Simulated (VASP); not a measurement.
# BP (F-43m) in VASP: further runs

BP is run at these levels: LDA; tasks: single point, relaxation of cell and atoms.

All numbers are computed with VASP 6.6.1; they aren't measurements. Logs are shortened: lines on timing, memory, paths and dates and some standing lists are left out, and cuts for length are marked.

### Step 1. The cell of the first run

Symmetry: F-43m, No. 216, cubic system. The conventional cell has a = 4.295 Å, b = 4.295 Å, c = 4.295 Å, α = 90.00°, β = 90.00°, γ = 90.00°. Within 2.5 Å of B (site symmetry -43m) lie 4 P at 1.86 Å. Within 2.5 Å of P (site symmetry -43m) lie 4 B at 1.86 Å.

### Step 2. Single point, LDA

INCAR

```
SYSTEM = BP
  PREC = Accurate
  ENCUT = 500
  EDIFF = 1E-6
  ISMEAR = 0
  SIGMA = 0.01
  LREAL = .FALSE.
  LASPH = .TRUE.
  NELM = 120
  ALGO = Normal
  ISIF = 2
  LWAVE = .FALSE.
  LCHARG = .FALSE.
  NBANDS = 11
  GGA_COMPAT = .FALSE.
```

KPOINTS

```
Automatic mesh
0
G
  10 10 10
  0 0 0
```

POSCAR

```
BP
1.0
    0.0000000000      2.1476551607      2.1476551607
    2.1476551607      0.0000000000      2.1476551607
    2.1476551607      2.1476551607      0.0000000000
B P
1 1
Direct
    0.0000000000      0.0000000000      0.0000000000
    0.7500000000      0.7500000000      0.7500000000
```

Potentials or basis: VASP PAW LDA potentials, release 64 (B, P).

Command:

```
> cat potpaw_LDA.64/B/POTCAR potpaw_LDA.64/P/POTCAR > POTCAR
> mpirun -np 1 vasp_std > vasp.out
```

OUTCAR:

```text
SYSTEM = BP
   PREC = Accurate
   ENCUT = 500
   EDIFF = 1E-6
   ISMEAR = 0
   LREAL = .FALSE.
   LASPH = .TRUE.
   NELM = 120
   ISIF = 2

 ion  position               nearest neighbor table
   1  0.000  0.000  0.000-   2 1.86   2 1.86   2 1.86   2 1.86
   2  0.750  0.750  0.750-   1 1.86   1 1.86   1 1.86   1 1.86

  LATTYP: Found a face centered cubic cell.
 ALAT       =     4.2953103214

  Lattice vectors:

 A1 = (   0.0000000000,   2.1476551607,   2.1476551607)
 A2 = (   2.1476551607,   0.0000000000,   2.1476551607)
 A3 = (   2.1476551607,   2.1476551607,   0.0000000000)

Analysis of symmetry for initial positions (statically):
=====================================================================
 Subroutine PRICEL returns:
 Original cell was already a primitive cell.

 Routine SETGRP: Setting up the symmetry group for a
 face centered cubic supercell.

 Subroutine GETGRP returns: Found 24 space group operations
 (whereof 24 operations were pure point group operations)
 out of a pool of 48 trial point group operations.

The static configuration has the point symmetry T_d .

Analysis of symmetry for dynamics (positions and initial velocities):
=====================================================================
 Subroutine PRICEL returns:
 Original cell was already a primitive cell.

 Routine SETGRP: Setting up the symmetry group for a
 face centered cubic supercell.

 Subroutine GETGRP returns: Found 24 space group operations
 (whereof 24 operations were pure point group operations)
 out of a pool of 48 trial point group operations.

The dynamic configuration has the point symmetry T_d .

 Subroutine INISYM returns: Found 24 space group operations
 (whereof 24 operations are pure point group operations),
 and found     1 'primitive' translations

----------------------------------------------------------------------------------------

                                     Primitive cell

  volume of cell :      19.8118

  direct lattice vectors                    reciprocal lattice vectors
     0.000000000  2.147655161  2.147655161    -0.232812050  0.232812050  0.232812050
     2.147655161  0.000000000  2.147655161     0.232812050 -0.232812050  0.232812050
     2.147655161  2.147655161  0.000000000     0.232812050  0.232812050 -0.232812050

  length of vectors
     3.037243056  3.037243056  3.037243056     0.403242299  0.403242299  0.403242299

  position of ions in fractional coordinates (direct lattice)
     0.000000000  0.000000000  0.000000000
     0.750000000  0.750000000  0.750000000

  ion indices of the primitive-cell ions
   primitive index   ion index
[... 85 lines left out ...]
   NELECT =       8.0000    total number of electrons
   NUPDOWN=      -1.0000    fix difference up-down
   EMIN   =  10.00;   EMAX   =-10.00  energy-range for DOS
   EFERMI =   0.00;   METHOD = LEGACY
   ISMEAR =     0;   SIGMA  =   0.01  broadening in eV -4-tet -1-fermi 0-gaus
   EFERMI_NEDOS =   21; number of points for ismear=-14 and -15
   IALGO  =     38    algorithm
   IMIX   =      4    mixing-type and parameters
     AMIX     =   0.40;   BMIX     =  1.00
     AMIX_MAG =   1.60;   BMIX_MAG =  1.00
  volume/ion in A,a.u.               =       9.91        66.85
  Fermi-wavevector in a.u.,A,eV,Ry     =   1.210032  2.286629 19.921352  1.464178
  Thomas-Fermi vector in A             =   2.345591
   LORBIT       =      0    0 simple, 1 ext, 2 COOP (PROOUT), +10 PAW based schemes
   GGA     = CA    functional components
   LHFCALC =     F    Hartree Fock is set to
   AEXX    =    0.0000 exact exchange contribution
   IVDW    =     0    specifies the selected vdW correction
   LEPSILON=     F    determine dielectric tensor
   LRPA    =     F    only Hartree local field effects (RPA)
 non-spin polarized calculation
 Gauss-broadening in eV      SIGMA  =   0.01
  energy-cutoff  :      500.00
  volume of cell :       19.81
 maximum number of plane-waves:       531
 NGX is ok and might be reduce to    24
   NGX = 11   NGY = 11   NGZ = 11

 number of electron       8.0000000 magnetization

 Free energy of the ion-electron system (eV)
  ---------------------------------------------------
  ext. energy  EPLUGINS =         0.00000000
  ---------------------------------------------------
  free energy    TOTEN  =       -14.16244142 eV

  energy without entropy =      -14.16244142  energy(sigma->0) =      -14.16244142

 E-fermi :   9.6125     XC(G=0): -11.7821

 val. band max:        9.4808175440   @ k =   0.0000   0.0000   0.0000
 cond. band min:      10.4611897754   @ k =   0.5000   0.5000   0.0000
 fundamental gap:      0.9803722314
 Fermi energy:         9.6124721548

 k-point     1 :       0.0000    0.0000    0.0000
  band No.  band energies     occupation
      1      -7.4294      2.00000
      2       9.4808      2.00000
      3       9.4808      2.00000
      4       9.4808      2.00000
      5      13.1799      0.00000
      6      13.1799      0.00000
      7      13.1799      0.00000
      8      19.4736      0.00000
      9      22.0373      0.00000
     10      22.1863      0.00000
     11      22.1863      0.00000
[... 309 lines left out ...]
 k-point    24 :       0.4000    0.3000    0.0000
  band No.  band energies     occupation
      1      -4.0528      2.00000
      2       3.0464      2.00000
      3       4.8231      2.00000
      4       5.4621      2.00000
      5      11.1368      0.00000
      6      12.9840      0.00000
      7      19.9941      0.00000
      8      20.1796      0.00000
      9      25.3380      0.00000
     10      25.7834      0.00000
     11      28.9573      0.00000

 [... further k-points ...]

------------------------ aborting loop because EDIFF is reached ----------------------------------------

  FORCE on cell =-STRESS in cart. coord.  units (eV):
  Direction    XX          YY          ZZ          XY          YZ          ZX
  --------------------------------------------------------------------------------------
  -------------------------------------------------------------------------------------
  Total        3.6806381      3.6806381      3.6806381     -0.0000000     -0.0000000     -0.0000000
  in kB      297.6528579    297.6528579    297.6528579     -0.0000000     -0.0000000     -0.0000000
  external PRESSURE =     297.6528579 kB  Pullay stress =       0.0000000 kB

 VOLUME and BASIS-vectors are now :
 -----------------------------------------------------------------------------
  energy-cutoff  :      500.00
  volume of cell :       19.81
      direct lattice vectors                 reciprocal lattice vectors
     0.000000000  2.147655161  2.147655161    -0.232812050  0.232812050  0.232812050
     2.147655161  0.000000000  2.147655161     0.232812050 -0.232812050  0.232812050
     2.147655161  2.147655161  0.000000000     0.232812050  0.232812050 -0.232812050

 POSITION                                       TOTAL-FORCE (eV/Angst)
 -----------------------------------------------------------------------------------
      0.00000      0.00000      0.00000         0.000000      0.000000      0.000000
      3.22148      3.22148      3.22148        -0.000000     -0.000000     -0.000000
 -----------------------------------------------------------------------------------
    total drift:                                0.000000      0.000000     -0.000000

  FREE ENERGIE OF THE ION-ELECTRON SYSTEM (eV)
  ---------------------------------------------------
  free  energy   TOTEN  =       -14.1624414181 eV

  energy  without entropy=      -14.1624414181  energy(sigma->0) =      -14.16244142
```

stdout:

```text
POSCAR found type information on POSCAR B P
 POSCAR found :  2 types and       2 ions
 scaLAPACK will be used
 LDA part: xc-table for (Slater(with rela. corr.)+CA(PZ))
 , standard interpolation
 POSCAR, INCAR and KPOINTS ok, starting setup
 FFT: planning ... GRIDC
 FFT: planning ... GRID_SOFT
 FFT: planning ... GRID
 WAVECAR not read
 entering main loop
```

Wall time 5.2 s (1 thread of Intel Xeon Platinum 8488C (Sapphire Rapids), shared host); peak memory 0.12 GiB.

What came out:

```yaml
Free_energy: -14.1624 eV
Pressure: 29.8 GPa
Band_gap_on_the_k_mesh: 0.98 eV, indirect (least direct gap 3.70 eV)
```

Levels at points of the mesh, in eV from the valence-band top:
```tsv
k point	band 1	band 2	band 3	band 4	band 5	band 6	band 7	band 8
(0.00, 0.00, 0.00)	-16.91	0.00	0.00	0.00	3.70	3.70	3.70	9.99
(0.50, 0.00, 0.00)	-12.91	-10.24	-1.93	-1.93	4.80	4.80	4.83	10.53
(0.50, 0.50, 0.00)	-11.19	-9.35	-4.70	-4.70	0.98	1.44	13.60	13.60
```

A k mesh can miss the band edges. A hybrid or GW would open this gap; LDA tends to underestimate it.

### Step 3. Single point, LDA

INCAR

```
SYSTEM = BP
PREC = Accurate ; ENCUT = 500
EDIFF = 1E-6 ; ISMEAR = 0
SIGMA = 0.01 ; LREAL = .FALSE.
LASPH = .TRUE. ; NELM = 120
ALGO = Normal ; ISIF = 2
LWAVE = .FALSE. ; LCHARG = .FALSE.
GGA = CA ; NBANDS = 11
GGA_COMPAT = .FALSE.
```

KPOINTS

```
regular mesh
0
G
  12 12 12
  0 0 0
```

POSCAR is that of step 2.

Potentials or basis: VASP PAW LDA potentials, release 64 (B, P).

Command:

```
> cat potpaw_LDA.64/B/POTCAR potpaw_LDA.64/P/POTCAR > POTCAR
> mpirun -np 1 vasp_std > vasp.out
```

Run time: 7.5 s. Hardware: 1 thread of Intel Xeon Platinum 8488C (Sapphire Rapids), shared host; peak memory 0.13 GiB.

Results (log left out):

```
Free energy            : -14.1628 eV
Pressure               : 29.8 GPa
Band gap on the k mesh : 0.97 eV, indirect (least direct gap 3.70 eV)
```

Levels at points of the mesh, in eV from the valence-band top:
| k point | band 1 | band 2 | band 3 | band 4 | band 5 | band 6 | band 7 | band 8 |
| --- | --- | --- | --- | --- | --- | --- | --- | --- |
| (0.00, 0.00, 0.00) | -16.91 | 0.00 | 0.00 | 0.00 | 3.70 | 3.70 | 3.70 | 9.99 |
| (0.50, 0.00, 0.00) | -12.91 | -10.24 | -1.93 | -1.93 | 4.80 | 4.80 | 4.83 | 10.53 |
| (0.50, 0.50, 0.00) | -11.19 | -9.35 | -4.70 | -4.70 | 0.98 | 1.44 | 13.60 | 13.60 |

### Step 4. Relaxation of cell and atoms, LDA, target pressure 30 GPa, at which the enthalpy is minimised

This run uses another cell than the first one, of 11.32 Å³/atom, 1.143 times its volume.

INCAR

```
SYSTEM = BP
PREC = Accurate
ENCUT = 500
EDIFF = 1E-7
ISMEAR = 0
SIGMA = 0.01
LREAL = .FALSE.
LASPH = .TRUE.
NELM = 120
ALGO = Normal
ISIF = 3
LWAVE = .FALSE.
LCHARG = .FALSE.
IBRION = 2
NSW = 80
EDIFFG = -0.001
PSTRESS = 300.0
GGA_COMPAT = .FALSE.
NELMIN = 4
```

KPOINTS

```
regular mesh
0
G
  10 10 10
  0 0 0
```

POSCAR

```
BP
1.0
    0.0000000000      2.2452319364      2.2452319364
    2.2452319364      0.0000000000      2.2452319364
    2.2452319364      2.2452319364      0.0000000000
B P
1 1
Direct
    0.0000000000      0.0000000000      0.0000000000
    0.7500000000      0.7500000000      0.7500000000
```

Command:

```
> cat potpaw_LDA.64/B/POTCAR potpaw_LDA.64/P/POTCAR > POTCAR
> mpirun -np 1 vasp_std > vasp.out
```

It took 16 s on 1 thread of Intel Xeon Platinum 8488C (Sapphire Rapids), shared host; peak memory 0.13 GiB.

It converged, with:

| Property | Result |
| --- | --- |
| Free energy | -14.1606 eV |
| Relaxed volume | 9.90 Å³/atom |
| Relaxed cell | a = 3.036 Å, b = 3.036 Å, c = 3.036 Å, α = 60.00°, β = 60.00°, γ = 60.00° |
| Space group after relaxing (to 0.05 Å) | F-43m (No. 216) |
| Energy change on relaxing (the enthalpy is what falls) | +119.2 meV/atom |
| Ionic steps | 7 |
| Pressure after relaxing | 30.0 GPa |
| Band gap on the k mesh | 0.98 eV, indirect (least direct gap 3.70 eV) |

The path:
```
step  energy change (eV)  largest force (eV/Å)  pressure (GPa)  volume (Å³)
   1              0.0000                0.0000           -0.10        22.64
   2              1.5621                0.0000          102.74        16.36
   3              0.2139                0.0000           28.12        19.93
   4              0.2349                0.0000           29.73        19.81
   5              0.2450                0.0000           30.49        19.76
   6              0.2306                0.0000           29.40        19.84
   7              0.2385                0.0000           30.00        19.79
```

Final structure:
```
B P
1.0
     0.00000    2.14704    2.14704
     2.14704    0.00000    2.14704
     2.14704    2.14704    0.00000
B P
1 1
Direct
  0.00000 0.00000 0.00000
  0.75000 0.75000 0.75000
```

Levels at points of the mesh, in eV from the valence-band top:
```
           k point  band 2  band 3  band 4  band 5  band 6  band 7
(0.00, 0.00, 0.00)    0.00    0.00    0.00    3.70    3.70    3.70
(0.50, 0.00, 0.00)  -10.24   -1.93   -1.93    4.81    4.81    4.84
(0.50, 0.50, 0.00)   -9.35   -4.70   -4.70    0.98    1.44   13.60
```

Caveat: the cell is relaxed towards a set pressure, so the enthalpy falls and the energy may rise. A k mesh can miss the band edges.

### Step 5. Relaxation of cell and atoms, LDA, target pressure 30 GPa, at which the enthalpy is minimised

INCAR

```
  PREC = Accurate
  ENCUT = 500
  EDIFF = 1E-7
  ISMEAR = 0
  SIGMA = 0.01
  LREAL = F
  LASPH = T
  NELM = 120
  ALGO = Normal
  ISIF = 3
  LWAVE = F
  LCHARG = F
  IBRION = 2
  NSW = 80
  EDIFFG = -0.001
  PSTRESS = 300.0
  GGA_COMPAT = F
  NELMIN = 4
```

KPOINTS

```
Automatic mesh
0
Gamma
  12 12 12
```

POSCAR

```
BP
1.0
    0.0000000000      2.1476551607      2.1476551607
    2.1476551607      0.0000000000      2.1476551607
    2.1476551607      2.1476551607      0.0000000000
B P
1 1
Direct
    0.0000000000      0.0000000000      0.0000000000
    0.7500000000      0.7500000000      0.7500000000
```

Command:

```
> cat potpaw_LDA.64/B/POTCAR potpaw_LDA.64/P/POTCAR > POTCAR
> mpirun -np 1 vasp_std > vasp.out
```

It took 9.8 s on 1 thread of Intel Xeon Platinum 8488C (Sapphire Rapids), shared host; peak memory 0.13 GiB.

The run converged. Its results:

* Free energy: -14.1596 eV
* Relaxed volume: 9.90 Å³/atom
* Relaxed cell: a = 3.036 Å, b = 3.036 Å, c = 3.036 Å, α = 60.00°, β = 60.00°, γ = 60.00°
* Space group after relaxing (to 0.05 Å): F-43m (No. 216)
* Energy change on relaxing (the enthalpy is what falls): +1.6 meV/atom
* Ionic steps: 3
* Pressure after relaxing: 30.0 GPa
* Band gap on the k mesh: 0.97 eV, indirect (least direct gap 3.70 eV)

Step by step:
```
step  energy change (eV)  largest force (eV/Å)  pressure (GPa)  volume (Å³)
   1              0.0000                0.0000           29.76        19.81
   2              0.0079                0.0000           30.36        19.77
   3              0.0031                0.0000           30.00        19.80
```

Final structure:
```yaml
crystal:
  lattice:
    - [0.00000, 2.14705, 2.14705]
    - [2.14705, 0.00000, 2.14705]
    - [2.14705, 2.14705, 0.00000]
  atoms:
    - { symbol: B, position: [0.00000, 0.00000, 0.00000] }
    - { symbol: P, position: [0.75000, 0.75000, 0.75000] }
```

Levels at points of the mesh, in eV from the valence-band top:
```csv
k point,band 1,band 2,band 3,band 4,band 5,band 6,band 7,band 8
"(0.00, 0.00, 0.00)",-16.92,0.00,0.00,0.00,3.70,3.70,3.70,10.01
"(0.50, 0.00, 0.00)",-12.92,-10.24,-1.93,-1.93,4.81,4.81,4.84,10.53
"(0.50, 0.50, 0.00)",-11.19,-9.35,-4.70,-4.70,0.98,1.44,13.60,13.60
```

Caveat: the cell is relaxed towards a set pressure, so the enthalpy falls and the energy may rise.

### Step 6. Summary

| task | cell | k mesh | gap on the mesh (eV) | pressure (GPa) |
| --- | --- | --- | --- | --- |
| single point | a = 3.037 Å, angles 60.0°, 2 atoms | 10 × 10 × 10 | 0.98 | 29.8 |
| single point | a = 3.037 Å, angles 60.0°, 2 atoms | 12 × 12 × 12 | 0.97 | 29.8 |
| relaxation of cell and atoms | relaxed to 30 GPa from a = 3.175 Å, angles 60.0°, 2 atoms | 10 × 10 × 10 | 0.98 | 30.0 |
| relaxation of cell and atoms | relaxed to 30 GPa from a = 3.037 Å, angles 60.0°, 2 atoms | 12 × 12 × 12 | 0.97 | 30.0 |

Alike in all rows: level LDA; potentials or basis VASP PAW LDA potentials, release 64 (B, P); no spin polarisation; cutoff (eV) 500; smearing gaussian 0.01 eV.

Caveats: the cell is relaxed towards a set pressure, so the enthalpy falls and the energy may rise (some runs).

Total energies depend on the potentials used, so only differences within one code and one set of settings carry meaning.
